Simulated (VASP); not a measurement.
A run of VASP 6.6.1 is set up as follows.

The input INCAR:

```
  PREC = Accurate
  ENCUT = 520
  EDIFF = 1E-7
  ISMEAR = 0
  SIGMA = 0.01
  LREAL = False
  LASPH = True
  NELM = 100
  ALGO = Normal
  ISIF = 2
  LWAVE = False
  LCHARG = False
  GGA = CA
  NBANDS = 12
```

File KPOINTS:

```
regular mesh
0
Gamma
  8 8 8
```

The input POSCAR:

```
CsH
1.0
    0.0000000000      3.0486175780      3.0486175780
    3.0486175780      0.0000000000      3.0486175780
    3.0486175780      3.0486175780      0.0000000000
Cs H
1 1
Direct
    0.0000000000      0.0000000000      0.0000000000
    0.5000000000      0.5000000000      0.5000000000
```

Potentials or basis: VASP PAW LDA potentials, release 64 (Cs_sv, H).

Command:

```sh
$ cat potpaw_LDA.64/Cs_sv/POTCAR potpaw_LDA.64/H/POTCAR > POTCAR
$ mpirun -np 1 vasp_std > vasp.out
```

Question: Predict the band gap on the k mesh.

Answer: 1.72 eV, direct.

Question: Predict the pressure.

Answer: 0.1 GPa.

Caveat: spin-orbit coupling is left out, which moves the levels of the heavy elements. A k mesh can miss the band edges.
